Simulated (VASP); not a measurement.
InAs, 2 atoms in the cell. Symmetry: I-4m2, No. 119, tetragonal system. The conventional cell has a = 3.736 Å, b = 3.736 Å, c = 7.925 Å, α = 90.00°, β = 90.00°, γ = 90.00°. In (site symmetry -4m2) has 4 As at 2.72 Å within 3.6 Å. As (site symmetry -4m2) has 4 In at 2.72 Å within 3.6 Å.  This cell differs from its parent crystal: ratio of the length along z to the lengths across it x 1.5, volume and fractional coordinates fixed.

```yaml
Program: VASP 6.6.1
Task: single point
Functional: PBEsol
Potentials_or_basis: VASP PAW PBE potentials, release 64 (In_d, As)
Cutoff: 520 eV
k_mesh: 16 × 16 × 16
Occupations: gaussian, width 0.15 eV
Spin: no spin polarisation
Dipole_correction: no
Further_INCAR_settings: ALGO = Normal; EDIFF = 1e-06; NBANDS = 16
```

Potentials or basis: VASP PAW PBE potentials, release 64 (In_d, As).

Run with:

```bash
$ cat potpaw_PBE.64/In_d/POTCAR potpaw_PBE.64/As/POTCAR > POTCAR
$ mpirun -np 1 vasp_std > vasp.out
```

Hardware: 1 thread of Intel(R) Xeon(R) 6975P-C (Granite Rapids) (shared host).

Question: How long does it take, and how much memory?

Answer: Wall time 90 s on 1 thread of Intel(R) Xeon(R) 6975P-C (Granite Rapids) (shared host), peak memory 0.44 GiB. Counts: scf iterations 12, k points 349.
